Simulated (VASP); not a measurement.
# Ti4C in VASP: notebook

Runs on Ti4C. Level: PBE. Tasks: single point.

All numbers are computed with VASP 6.6.1; they aren't measurements. Logs are shortened: lines on timing, memory, paths and dates and some standing lists are left out, and cuts for length are marked.

## Step 1: The cell of the first run

The cell holds a slab with vacuum, 5 atoms: a = 2.938 Å, b = 2.938 Å, c = 22.405 Å, α = 90.00°, β = 90.00°, γ = 120.00°.

## Step 2: Single point, PBE

INCAR reads:

```
PREC = Accurate
ENCUT = 520
EDIFF = 1E-6
ISMEAR = 0
SIGMA = 0.1
LREAL = False
LASPH = True
NELM = 60
ALGO = Normal
ISIF = 2
LWAVE = False
LCHARG = False
LDIPOL = True
IDIPOL = 3
DIPOL = 0.5 0.5 0.375
GGA = PE
NBANDS = 34
```

KPOINTS reads:

```
Automatic mesh
0
Gamma
  9 9 1
```

POSCAR reads:

```
Ti4C
1.0
    2.9384580613      0.0000000000      0.0000000000
   -1.4692290307      2.5447793290      0.0000000000
    0.0000000000      0.0000000000     22.4046135985
Ti C
4 1
Direct
    0.6666666667      0.3333333333      0.1785346568
    0.3333333333      0.6666666666      0.2823220753
    0.6666666667      0.3333333333      0.3901862329
    0.3333333333      0.6666666666      0.4867128616
    0.3333333333      1.1666666666      0.5396035617
```

Potentials or basis: VASP PAW PBE potentials, release 64 (Ti_sv, C).

Run with:

```console
$ cat potpaw_PBE.64/Ti_sv/POTCAR potpaw_PBE.64/C/POTCAR > POTCAR
$ mpirun -np 1 vasp_std > vasp.out
```

OUTCAR:

```text
PREC = Accurate
   ENCUT = 520
   EDIFF = 1E-6
   ISMEAR = 0
   LREAL = False
   LASPH = True
   NELM = 60
   ISIF = 2
   GGA = PE

 ion  position               nearest neighbor table
   1  0.667  0.333  0.179-   2 2.88   2 2.88   2 2.88
   2  0.333  0.667  0.282-   1 2.88   1 2.88   1 2.88
   3  0.667  0.333  0.390-   4 2.75   4 2.75   4 2.75
   4  0.333  0.667  0.487-   5 1.89   5 1.89   3 2.75   3 2.75   3 2.75
   5  0.333  0.167  0.540-   4 1.89   4 1.89

  LATTYP: Found a hexagonal cell.
 ALAT       =     2.9384580613
 C/A-ratio  =     7.6246157444

  Lattice vectors:

 A1 = (   2.9384580613,   0.0000000000,   0.0000000000)
 A2 = (  -1.4692290307,   2.5447793290,   0.0000000000)
 A3 = (   0.0000000000,   0.0000000000,  22.4046135985)

Analysis of symmetry for initial positions (statically):
=====================================================================
 Subroutine PRICEL returns:
 Original cell was already a primitive cell.

 Routine SETGRP: Setting up the symmetry group for a
 hexagonal supercell.

 Subroutine GETGRP returns: Found  2 space group operations
 (whereof  2 operations were pure point group operations)
 out of a pool of 24 trial point group operations.

The static configuration has the point symmetry C_1h.

Analysis of symmetry for dynamics (positions and initial velocities):
=====================================================================
 Subroutine PRICEL returns:
 Original cell was already a primitive cell.

 Routine SETGRP: Setting up the symmetry group for a
 hexagonal supercell.

 Subroutine GETGRP returns: Found  2 space group operations
 (whereof  2 operations were pure point group operations)
 out of a pool of 24 trial point group operations.

The dynamic configuration has the point symmetry C_1h.

 Subroutine INISYM returns: Found  2 space group operations
 (whereof  2 operations are pure point group operations),
 and found     1 'primitive' translations

----------------------------------------------------------------------------------------

                                     Primitive cell

  volume of cell :     167.5356

  direct lattice vectors                    reciprocal lattice vectors
     2.938458061  0.000000000  0.000000000     0.340314539  0.196480691  0.000000000
    -1.469229031  2.544779329  0.000000000     0.000000000  0.392961381  0.000000000
     0.000000000  0.000000000 22.404613598     0.000000000  0.000000000  0.044633664

  length of vectors
     2.938458061  2.938458061 22.404613598     0.392961381  0.392961381  0.044633664

  position of ions in fractional coordinates (direct lattice)
     0.666666667  0.333333333  0.178534657
     0.333333333  0.666666667  0.282322075
     0.666666667  0.333333333  0.390186233
     0.333333333  0.666666667  0.486712862
     0.333333333  0.166666667  0.539603562

  ion indices of the primitive-cell ions
   primitive index   ion index
                 1           1
                 2           2
                 3           3
                 4           4
                 5           5

----------------------------------------------------------------------------------------

 KPOINTS: Automatic mesh

Automatic generation of k-mesh.
 Grid dimensions read from file:
 generate k-points for:    9    9    1

 Generating k-lattice:

  Cartesian coordinates                     Fractional coordinates (reciprocal lattice)
     0.037812727  0.021831188  0.000000000     0.111111111  0.000000000  0.000000000
     0.000000000  0.043662376  0.000000000     0.000000000  0.111111111  0.000000000
     0.000000000  0.000000000  0.044633664     0.000000000  0.000000000  1.000000000

  Length of vectors
     0.043662376  0.043662376  0.044633664

  Shift w.r.t. Gamma in fractional coordinates (k-lattice)
     0.000000000  0.000000000  0.000000000

 Subroutine IBZKPT returns following result:
 ===========================================

 Found     25 irreducible k-points:

 Following reciprocal coordinates:
            Coordinates               Weight
  0.000000  0.000000  0.000000      1.000000
  0.111111 -0.000000  0.000000      2.000000
  0.000000  0.111111  0.000000      4.000000
  0.222222  0.000000  0.000000      2.000000
  0.000000  0.222222  0.000000      4.000000
  0.333333 -0.000000  0.000000      2.000000
[... 16 lines left out ...]
 -0.222222 -0.444444  0.000000      4.000000
  0.444444  0.333333  0.000000      4.000000
   k-points           NKPTS =     25   k-points in BZ     NKDIM =     25   number of bands    NBANDS=     34
   number of dos      NEDOS =    301   number of ions     NIONS =      5
   total plane-waves  NPLWV =  96768
   dimension x,y,z NGX =    24 NGY =   24 NGZ =  168
   dimension x,y,z NGXF=    48 NGYF=   48 NGZF=  336
   ions per type =               4   1
   NGX,Y,Z   is equivalent  to a cutoff of  13.58, 13.58, 12.47 a.u.
   NGXF,Y,Z  is equivalent  to a cutoff of  27.16, 27.16, 24.93 a.u.
 SYSTEM =  unknown system
   PREC   = accura    normal or accurate (medium, high low for compatibility)
   ISTART =      0    job   : 0-new  1-cont  2-samecut
   ICHARG =      2    charge: 1-file 2-atom 10-const
   ISPIN  =      1    spin polarized calculation?
   LNONCOLLINEAR =      F non collinear calculations
   LSORBIT =      F    spin-orbit coupling
   LASPH  =      T    aspherical Exc in radial PAW
   ENCUT  =  520.0 eV  38.22 Ry    6.18 a.u.   5.46  5.46 41.66*2*pi/ulx,y,z
   NELM   =     60;   NELMIN=  2; NELMDL= -5     # of ELM steps
   EDIFF  = 0.1E-05   stopping-criterion for ELM
   LREAL  =      F    real-space projection
   EDIFFG = 0.1E-04   stopping-criterion for IOM
   NSW    =      0    number of steps for IOM
   IBRION =     -1    ionic relax: 0-MD 1-quasi-New 2-CG
   NFREE  =      0    steps in history (QN), initial steepest desc. (CG)
   ISIF   =      2    stress and relaxation
   ISYM   =      2    0-nonsym 1-usesym 2-fastsym
   POTIM  = 0.5000    time-step for ionic-motion
   TEBEG  =    0.0;   TEEND  =   0.0 temperature during run
   PSTRESS=    0.0 pullay stress
   NELECT =      52.0000    total number of electrons
   NUPDOWN=      -1.0000    fix difference up-down
   EMIN   =  10.00;   EMAX   =-10.00  energy-range for DOS
   EFERMI =   0.00;   METHOD = LEGACY
   ISMEAR =     0;   SIGMA  =   0.10  broadening in eV -4-tet -1-fermi 0-gaus
   EFERMI_NEDOS =   21; number of points for ismear=-14 and -15
   IALGO  =     38    algorithm
   IMIX   =      4    mixing-type and parameters
     AMIX     =   0.40;   BMIX     =  1.00
     AMIX_MAG =   1.60;   BMIX_MAG =  1.00
  volume/ion in A,a.u.               =      33.51       226.12
  Fermi-wavevector in a.u.,A,eV,Ry     =   1.108427  2.094622 16.716246  1.228609
  Thomas-Fermi vector in A             =   2.244954
   LORBIT       =      0    0 simple, 1 ext, 2 COOP (PROOUT), +10 PAW based schemes
   GGA     = PE    functional components
   LHFCALC =     F    Hartree Fock is set to
   AEXX    =    0.0000 exact exchange contribution
   IVDW    =     0    specifies the selected vdW correction
   LEPSILON=     F    determine dielectric tensor
   LRPA    =     F    only Hartree local field effects (RPA)
 non-spin polarized calculation
 Gauss-broadening in eV      SIGMA  =   0.10
  energy-cutoff  :      520.00
  volume of cell :      167.54
 maximum number of plane-waves:      4595
 NGX is ok and might be reduce to    24
   NGX = 11   NGY = 11   NGZ = 83

 dipolmoment           0.000000      0.000000     -0.033707 electrons x Angstroem

 number of electron      51.9999992 magnetization

 dipolmoment           0.000000      0.000000      0.080964 electrons x Angstroem

 Free energy of the ion-electron system (eV)
  ---------------------------------------------------
  ext. energy  EPLUGINS =         0.00000000
  ---------------------------------------------------
  free energy    TOTEN  =       -36.46667198 eV

  energy without entropy =      -36.43007200  energy(sigma->0) =      -36.44837199

 E-fermi :   0.6876     XC(G=0):  -6.0233

 val. band max:        0.6610394540   @ k =   0.2222   0.0000   0.0000
 cond. band min:       0.6887481590   @ k =   0.1111   0.1111   0.0000
 fundamental gap:      0.0277087050
 Fermi energy:         0.6876087962

 k-point     1 :       0.0000    0.0000    0.0000
  band No.  band energies     occupation
      1     -56.2915      2.00000
      2     -56.1036      2.00000
      3     -56.0308      2.00000
      4     -55.1764      2.00000
      5     -32.7170      2.00000
      6     -32.5008      2.00000
[... 26 lines left out ...]
     33       1.9796      0.00000
     34       2.1124      0.00000

 k-point     2 :       0.1111   -0.0000    0.0000
  band No.  band energies     occupation
      1     -56.2827      2.00000
      2     -56.0950      2.00000
      3     -56.0231      2.00000
      4     -55.1680      2.00000
      5     -32.7007      2.00000
      6     -32.4938      2.00000
[... 26 lines left out ...]
     33       1.8923      0.00000
     34       2.2976      0.00000

 k-point     3 :       0.0000    0.1111    0.0000
  band No.  band energies     occupation
      1     -56.2827      2.00000
      2     -56.0950      2.00000
      3     -56.0231      2.00000
      4     -55.1673      2.00000
      5     -32.7008      2.00000
      6     -32.4934      2.00000
[... 26 lines left out ...]
     33       1.9278      0.00000
     34       2.1465      0.00000
[... 704 lines left out ...]
 k-point    23 :      -0.2222   -0.4444    0.0000
  band No.  band energies     occupation
      1     -56.2107      2.00000
      2     -56.0246      2.00000
      3     -55.9602      2.00000
      4     -55.0934      2.00000
      5     -32.6553      2.00000
      6     -32.6066      2.00000
[... 26 lines left out ...]
     33       2.8190      0.00000
     34       3.1177      0.00000

 k-point    24 :       0.4444    0.3333    0.0000
  band No.  band energies     occupation
      1     -56.2107      2.00000
      2     -56.0246      2.00000
      3     -55.9602      2.00000
      4     -55.0947      2.00000
      5     -32.6532      2.00000
      6     -32.6071      2.00000
[... 26 lines left out ...]
     33       2.8878      0.00000
     34       3.1279      0.00000

 [... further k-points ...]

------------------------ aborting loop because EDIFF is reached ----------------------------------------

 vacuum level on the upper side and lower side of the slab       (xc-potential included)         0.768        -1.203

  FORCE on cell =-STRESS in cart. coord.  units (eV):
  Direction    XX          YY          ZZ          XY          YZ          ZX
  --------------------------------------------------------------------------------------
  -------------------------------------------------------------------------------------
  Total        0.5511788      3.5012898      0.8712561     -2.5548711      0.3489612      0.6044178
  in kB        5.2710365     33.4835549      8.3320009    -24.4327576      3.3371875      5.7801720
  external PRESSURE =      15.6955308 kB  Pullay stress =       0.0000000 kB

 VOLUME and BASIS-vectors are now :
 -----------------------------------------------------------------------------
  energy-cutoff  :      520.00
  volume of cell :      167.54
      direct lattice vectors                 reciprocal lattice vectors
     2.938458061  0.000000000  0.000000000     0.340314539  0.196480691  0.000000000
    -1.469229031  2.544779329  0.000000000     0.000000000  0.392961381  0.000000000
     0.000000000  0.000000000 22.404613598     0.000000000  0.000000000  0.044633664

 POSITION                                       TOTAL-FORCE (eV/Angst)
 -----------------------------------------------------------------------------------
      1.46923      0.84826      4.00000         0.007577      0.004375      0.603306
     -0.00000      1.69652      6.32532        -0.010119     -0.005842     -0.394833
      1.46923      0.84826      8.74197        -0.296309     -0.171074     -1.491126
     -0.00000      1.69652     10.90461         0.324542      0.187375      1.251913
      0.73461      0.42413     12.08961        -0.025691     -0.014833      0.030740
 -----------------------------------------------------------------------------------
    total drift:                               -0.000039     -0.000021     -0.000878

  FREE ENERGIE OF THE ION-ELECTRON SYSTEM (eV)
  ---------------------------------------------------
  free  energy   TOTEN  =       -36.4666719804 eV

  energy  without entropy=      -36.4300719987  energy(sigma->0) =      -36.44837199

 vacuum level on the upper side and lower side of the slab         6.890         4.876
```

Wall time 3.5 min (1 thread of AMD EPYC 9R45 (Zen 5), shared host); peak memory 0.33 GiB.

What came out:

- Free energy: -36.4667 eV
- Largest force: 1.530 eV/Å
- Band gap on the k mesh: zero (bands 26 and 27 overlap by 0.98 eV)

Forces in eV/Å, atoms in the order of the input:
```
Ti   0.008  0.004  0.603
Ti  -0.010 -0.006 -0.395
Ti  -0.296 -0.171 -1.491
Ti   0.325  0.187  1.252
C   -0.026 -0.015  0.031
```

Levels at points of the mesh, in eV from the Fermi level:
| k point | band 23 | band 24 | band 25 | band 26 | band 27 | band 28 | band 29 | band 30 |
| --- | --- | --- | --- | --- | --- | --- | --- | --- |
| (0.00, 0.00, 0.00) | -0.33 | -0.16 | 0.30 | 0.51 | 0.73 | 0.73 | 0.75 | 0.85 |

## Step 3: Single point, PBE

INCAR reads:

```
SYSTEM = Ti4C
ALGO = Normal ; DIPOL = 0.5 0.5 0.380
EDIFF = 1E-7 ; ENCUT = 520
GGA = PE ; IDIPOL = 3
ISIF = 2 ; ISMEAR = 0
LASPH = .TRUE. ; LCHARG = .FALSE.
LDIPOL = .TRUE. ; LREAL = .FALSE.
LWAVE = .FALSE. ; NBANDS = 34
NELM = 100 ; PREC = Accurate
SIGMA = 0.1
```

KPOINTS reads:

```
k-points
0
G
  9 9 1
  0 0 0
```

POSCAR reads:

```
Ti4C
1.0
    2.9384580613      0.0000000000      0.0000000000
   -1.4692290307      2.5447793290      0.0000000000
    0.0000000000      0.0000000000     22.4046135985
Ti C
4 1
Direct
    0.6666666666      0.3333333333      0.1785346568
    0.3333333334      0.6666666667      0.2823220753
    0.6666666666      0.3333333333      0.3901862329
    0.3333333334      0.6666666667      0.4867128616
    0.5000000000      1.0000000000      0.5605892649
```

Potentials or basis: VASP PAW PBE potentials, release 64 (Ti_sv, C).

Run with:

```console
$ cat potpaw_PBE.64/Ti_sv/POTCAR potpaw_PBE.64/C/POTCAR > POTCAR
$ mpirun -np 1 vasp_std > vasp.out
```

Wall time 3.7 min (1 thread of AMD EPYC 9R45 (Zen 5), shared host); peak memory 0.33 GiB.

The run converged. Its results:

* Free energy: -35.1406 eV
* Largest force: 1.857 eV/Å
* Band gap on the k mesh: zero (bands 26 and 27 overlap by 0.88 eV)

Forces in eV/Å, atoms in the order of the input:
```
Ti   0.000  0.002  0.562
Ti   0.000  0.024 -0.408
Ti   0.000  0.056 -0.957
Ti   0.000 -1.694  0.762
C    0.000  1.612  0.041
```

Levels at points of the mesh, in eV from the Fermi level:
```
           k point  band 23  band 24  band 25  band 26  band 27  band 28  band 29  band 30
(0.00, 0.00, 0.00)    -0.14     0.34     0.42     0.58     0.70     0.75     0.76     0.76
```

(Part 1 of 2 ends here.)
